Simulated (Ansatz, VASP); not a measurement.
# CaB5: VASP beside Ansatz

```
Ca B
1.0
     4.50912    0.00000    0.00000
    -2.25456    3.90501    0.00000
     0.00000    0.00000    2.89967
Ca B
1 5
Cartesian
  0.0000 0.0000 1.4498
  -1.1273 1.9525 0.0000
  2.2546 0.0000 0.0000
  1.1273 1.9525 0.0000
  2.2546 1.3017 1.4498
  0.0000 2.6033 1.4498
```

Change from the starting cell: species swapped into the LiMg5 type (P-62m, No. 189).

Alike in both runs: functional PBE; k mesh 9 × 9 × 14; occupations gaussian, width 0.1 eV; no spin polarisation.

Ansatz relaxed the structure, and its values are those at the end. VASP's run is a single point on that final structure, the one shown.

|  | VASP | Ansatz |
| --- | --- | --- |
| version | VASP 6.6.1 | Ansatz 0.2.0 |
| potentials or method | VASP PAW PBE potentials, release 64 (Ca_sv, B), cutoff 520 eV | scalar-relativistic, plane waves, PAW |
| valence electrons in the cell | 25 | 25 |

|  | VASP | Ansatz | Ansatz less VASP |
| --- | --- | --- | --- |
| gap on the k mesh at the Fermi level (eV) | none | none | - |
| pressure (GPa) | 0.4 | 0.0 | -0.40 |

A gap of «none» marks a metal or a gap that the smearing closes. With one functional, cell and mesh, what is left measures potentials, basis and numerics.
